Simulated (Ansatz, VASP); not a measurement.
P3OsW: VASP beside Ansatz

```
CELL_PARAMETERS angstrom
3.62437 0.00000 0.00000
0.00000 3.62437 0.00000
0.00000 0.00000 6.32166
ATOMIC_POSITIONS crystal
P 0.50000 0.50000 0.98090
P 0.00000 0.50000 0.38141
P 0.50000 0.00000 0.38141
Os 0.50000 0.50000 0.60269
W 0.00000 0.00000 0.11361
```

Alike in both runs: functional PBE; k mesh 10 × 10 × 6; occupations gaussian, width 0.1 eV; no spin polarisation.

Ansatz relaxed the structure, and its values are those at the end. VASP's run is a single point on that final structure, the one shown.

|  | VASP | Ansatz |
| --- | --- | --- |
| version | VASP 6.6.1 | Ansatz 0.2.0 |
| potentials or method | VASP PAW PBE potentials, release 64 (P, Os, W_sv), cutoff 520 eV | scalar-relativistic, plane waves, PAW |
| valence electrons in the cell | 37 | 45 |

```tsv
	VASP	Ansatz	Ansatz less VASP
gap on the k mesh at the Fermi level (eV)	none	none	-
pressure (GPa)	0.4	0.0	-0.39
rms of the force components (eV/Å)	0.036	0.003	-0.0331
```

A gap of «none» marks a metal or a gap that the smearing closes. The functional is the same, so the differences come from potentials, cutoffs and numerics. VASP's potentials hold 37 valence electrons a cell and Ansatz's 45, so a difference there can come from the potentials and not from the codes.

Neither program's run includes spin-orbit coupling.
